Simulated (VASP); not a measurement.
A run of VASP 6.6.1:

INCAR

```
  PREC = Accurate
  ENCUT = 520
  EDIFF = 1E-6
  ISMEAR = 0
  SIGMA = 0.1
  LREAL = F
  LASPH = T
  NELM = 80
  ALGO = Normal
  ISIF = 2
  LWAVE = F
  LCHARG = T
  GGA = PE
  LELF = T
  LVHAR = T
  NBANDS = 10
```

Contents of KPOINTS:

```
Automatic mesh
0
Gamma
  22 22 20
```

The input POSCAR:

```
Re
1.0
    2.5581718315      0.0000000000      0.0000000000
    0.0000000000      2.5581718315      0.0000000000
    0.0000000000      0.0000000000      2.6208688953
Re
1
Direct
    0.0000000000      0.0000000000      0.0000000000
```

Potentials or basis: VASP PAW PBE potentials, release 64 (Re).

Launch:

```console
$ cat potpaw_PBE.64/Re/POTCAR > POTCAR
$ mpirun -np 1 vasp_std > vasp.out
```

Hardware: 1 thread of Oxide Virtual Turin-like Processor (shared host).

How long does it take, and how much memory?

Run time: 120 s on 1 thread of Oxide Virtual Turin-like Processor, on a shared host, peak memory 0.22 GiB. Counts: scf iterations 11, k points 858.
